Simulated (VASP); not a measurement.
Write the native input for VASP 6.6.1 that does the following.

- Task: single point
- Functional: PBEsol
- Potentials or basis: VASP PAW PBE potentials, release 64 (V_sv)
- Cutoff: 500 eV
- k mesh: 17 × 17 × 17
- Occupations: fermi-dirac, width 0.1 eV
- Spin: no spin polarisation
- Dipole correction: no
- Further INCAR settings: ALGO = Normal; EDIFF = 1e-06; NBANDS = 12

The structure of V lies in POSCAR:

```
V
1.0
    1.9152780515      0.0000000000      0.0000000000
    0.0000000000      1.9152780515      0.0000000000
    0.0000000000      0.0000000000      1.9152780515
V
1
Direct
    0.0000000000      0.0000000000      0.0000000000
```

This cell differs from its parent crystal: volume scaled by 0.5.

The input as run:

INCAR

```
  PREC = Accurate
  ENCUT = 500
  EDIFF = 1E-6
  ISMEAR = -1
  SIGMA = 0.1
  LREAL = F
  LASPH = T
  NELM = 120
  ALGO = Normal
  ISIF = 2
  LWAVE = F
  LCHARG = T
  GGA = PS
  LELF = T
  LVHAR = T
  NBANDS = 12
  GGA_COMPAT = F
```

KPOINTS

```
regular mesh
0
Gamma
  17 17 17
```

Potentials or basis: VASP PAW PBE potentials, release 64 (V_sv).

Run with:

```sh
$ cat potpaw_PBE.64/V_sv/POTCAR > POTCAR
$ mpirun -np 1 vasp_std > vasp.out
```

Results of the run:

* Pressure: 426.9 GPa

Caveat: the PAW data sets were made with another functional, which shifts forces and pressure a little.

Wall time 12 s on 1 thread of Intel Xeon 8259CL, with other jobs on the host, peak memory 0.12 GiB.
